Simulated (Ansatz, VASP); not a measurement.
**Two plane-wave programs on KCl**

Contents of INCAR:

```
  PREC = Accurate
  ENCUT = 500
  EDIFF = 1E-7
  ISMEAR = 0
  SIGMA = 0.02
  LREAL = F
  LASPH = T
  NELM = 120
  ALGO = Normal
  ISIF = 3
  LWAVE = F
  LCHARG = F
  IBRION = 2
  NSW = 100
  EDIFFG = -0.002
  GGA_COMPAT = F
  NELMIN = 4
```

KPOINTS

```
regular mesh
0
Gamma
  6 6 6
```

File POSCAR:

```
KCl
1.0
    0.0000000000      3.0382281579      3.0382281579
    3.0382281579      0.0000000000      3.0382281579
    3.0382281579      3.0382281579      0.0000000000
K Cl
1 1
Direct
    0.0000000000      0.0000000000      0.0000000000
    0.5000000000      0.5000000000      0.5000000000
```

Input for Ansatz:

```yaml
crystal:
  lattice:
    - [0.0, 3.0382281579, 3.0382281579]
    - [3.0382281579, 0.0, 3.0382281579]
    - [3.0382281579, 3.0382281579, 0.0]
  atoms:
    - { symbol: K, position: [0.0, 0.0, 0.0] }
    - { symbol: Cl, position: [0.5, 0.5, 0.5] }
basis:
  ecutwfc: 420
kpoints:
  mp_grid: { grid: [6, 6, 6] }
hamiltonian:
  xc: lda
scf:
  occupations: { method: gaussian, width: 0.02 }
output:
  forces: true
  stress: true
  eigenvalues: true
  write_density: true
  write_potential: true
  elf: true
  volumetric_format: npy
relax:
  adjacent_minimum: "off"
  f_tol: 0.002
  max_steps: 80
  cell: { stress_tol: 0.02 }
```

Alike in both runs: task relaxation of cell and atoms; functional LDA; k mesh 6 × 6 × 6; occupations gaussian, width 0.02 eV; no spin polarisation.

|  | VASP | Ansatz |
| --- | --- | --- |
| version | VASP 6.6.1 | Ansatz 0.2.0 |
| potentials or method | VASP PAW LDA potentials, release 64 (K_sv, Cl), cutoff 500 eV | scalar-relativistic, plane waves, PAW |
| valence electrons in the cell | 16 | 16 |

Ansatz gave:

```
gap on the k mesh at the Fermi level, each at its own relaxed structure (eV) : 5.11
relaxed volume (Å³/atom)                                                     : 28.05
relaxed cell length with the largest relative difference (Å)                 : 4.297
```

Problem. Estimate VASP's values.

Solution. gap on the k mesh at the Fermi level, each at its own relaxed structure (eV): 5.10; relaxed volume (Å³/atom): 28.12; relaxed cell length with the largest relative difference (Å): 4.301.

LDA's correlation is that of Perdew and Zunger in VASP and of Perdew and Wang (1992) in Ansatz.
